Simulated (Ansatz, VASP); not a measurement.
**Two plane-wave programs on Ru16CO**

```xyz
18
Lattice="5.3952 0.0000 0.0000 -2.6976 4.6724 0.0000 0.0000 0.0000 25.0883" Properties=species:S:1:pos:R:3 pbc="T T T"
Ru    1.3488    0.7787    4.0000
Ru    0.0000    3.1149    4.0000
Ru    4.0464    0.7787    4.0000
Ru    2.6976    3.1149    4.0000
Ru    0.0000    1.5575    6.1329
Ru   -1.3488    3.8936    6.1329
Ru    2.6976    1.5575    6.1329
Ru    1.3488    3.8936    6.1329
Ru    1.3488    0.7787    8.2619
Ru    0.0000    3.1149    8.2619
Ru    4.0464    0.7787    8.2619
Ru    2.6976    3.1149    8.2619
Ru    0.0000    1.5575   10.3383
Ru   -1.3488    3.8936   10.3383
Ru    2.6976    1.5575   10.3383
Ru    1.3488    3.8936   10.3383
O    -0.6744    2.7255   13.9383
C    -0.6744    2.7255   15.0883
```

Alike in both runs: task single point; functional PBE; dispersion D3(BJ); k mesh 6 × 6 × 1; occupations gaussian, width 0.1 eV; no spin polarisation.

|  | VASP | Ansatz |
| --- | --- | --- |
| version | VASP 6.6.1 | Ansatz 0.2.0 |
| potentials or method | VASP PAW PBE potentials, release 64 (Ru_pv, O, C), cutoff 520 eV | scalar-relativistic, plane waves, PAW |
| valence electrons in the cell | 234 | 266 |

|  | VASP | Ansatz | Ansatz less VASP |
| --- | --- | --- | --- |
| gap on the k mesh at the Fermi level (eV) | none | none | - |
| rms of the force components (eV/Å) | 0.242 | 0.361 | +0.1185 |

Atom by atom the forces differ by 0.163 eV/Å (rms over components). A gap of «none» marks a metal or a gap that the smearing closes. One of these differences is far larger than is usual between the two programs; its cause wasn't traced. VASP's potentials hold 234 valence electrons a cell and Ansatz's 266, so a difference there can come from the potentials and not from the codes.

Noted on VASP's run: the standard files for N, O and F lose accuracy on very short bonds.
